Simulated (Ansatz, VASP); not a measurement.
NiMoIrPdW: VASP beside Ansatz

INCAR

```
SYSTEM = NiMoIrPdW
PREC = Accurate
ENCUT = 520
EDIFF = 1E-6
ISMEAR = -1
SIGMA = 0.05
LREAL = .False.
LASPH = .True.
NELM = 150
ALGO = Normal
ISIF = 2
LWAVE = .False.
LCHARG = .False.
ISPIN = 2
MAGMOM = 1 1 0 0.6 0
LORBIT = 11
LMAXMIX = 4
GGA = PE
NBANDS = 40
```

File KPOINTS:

```
regular mesh
0
Gamma
  8 8 2
  0 0 0
```

Contents of POSCAR:

```
NiMoIrPdW
1.0
    2.3288639554     -1.4217731334      0.0089991928
    2.3288639554      1.4217731334      0.0089991928
   -2.1911941848      0.0000000000     10.8504240997
Ni Mo Pd Ir W
1 1 1 1 1
Direct
    0.4983800000      0.4983800000      0.2952500000
    0.3177300000      0.3177300000      0.9120700000
    0.2473300000      0.2473300000      0.4906100000
    0.7498200000      0.7498200000      0.1080200000
    0.6867300000      0.6867300000      0.6940600000
```

The input input.yaml:

```yaml
crystal:
  lattice:
    - [2.3288639554, -1.4217731334, 0.0089991928]
    - [2.3288639554, 1.4217731334, 0.0089991928]
    - [-2.1911941848, 0.0, 10.8504240997]
  atoms:
    - { symbol: Ni, position: [0.49838, 0.49838, 0.29525], spin: 1.0 }
    - { symbol: Mo, position: [0.31773, 0.31773, 0.91207], spin: 1.0 }
    - { symbol: Pd, position: [0.24733, 0.24733, 0.49061] }
    - { symbol: Ir, position: [0.74982, 0.74982, 0.10802], spin: 0.6 }
    - { symbol: W, position: [0.68673, 0.68673, 0.69406] }
kpoints:
  mp_grid: { grid: [8, 8, 2] }
scf:
  occupations: { method: fermi_dirac, width: 0.05 }
hamiltonian:
  xc: pbe
  pseudopotentials: { kind: all_electron, lapw: { basis_error: 0.003 } }
magnetization:
  spin_polarized: true
output:
  forces: true
  stress: true
  eigenvalues: true
```

Change from the starting cell: volume scaled by 0.98.

Alike in both runs: task single point; functional PBE; k mesh 8 × 8 × 2; occupations fermi-dirac, width 0.05 eV; collinear spin.

```csv
,VASP,Ansatz
version,VASP 6.6.1,Ansatz 0.2.0
potentials or method,"VASP PAW PBE potentials, release 64 (Ni, Mo_sv, Pd, Ir, W_sv), cutoff 520 eV","all-electron LAPW, scalar-relativistic"
```

VASP gave:

| Item | Value |
| --- | --- |
| gap on the k mesh at the Fermi level (eV) | none |
| pressure (GPa) | 5.5 |
| traceless stress, the component that is largest in VASP (GPa) | -1.06 |
| rms of the force components (eV/Å) | 0.077 |
| net moment per atom (μB) | 0.00 |

What did Ansatz give for the same quantities?

gap on the k mesh at the Fermi level (eV): none; pressure (GPa): 5.1; traceless stress, the component that is largest in VASP (GPa): -1.11; rms of the force components (eV/Å): 0.070; net moment per atom (μB): 0.00.

Atom by atom the forces differ by 0.009 eV/Å (rms over components). A gap of «none» marks a metal or a gap that the smearing closes. Ansatz ran all-electron here, and VASP with PAW potentials.

Neither program's run includes spin-orbit coupling. Noted on Ansatz's run: the k mesh is thin for a metal, which can move the energy by tens of meV per atom.
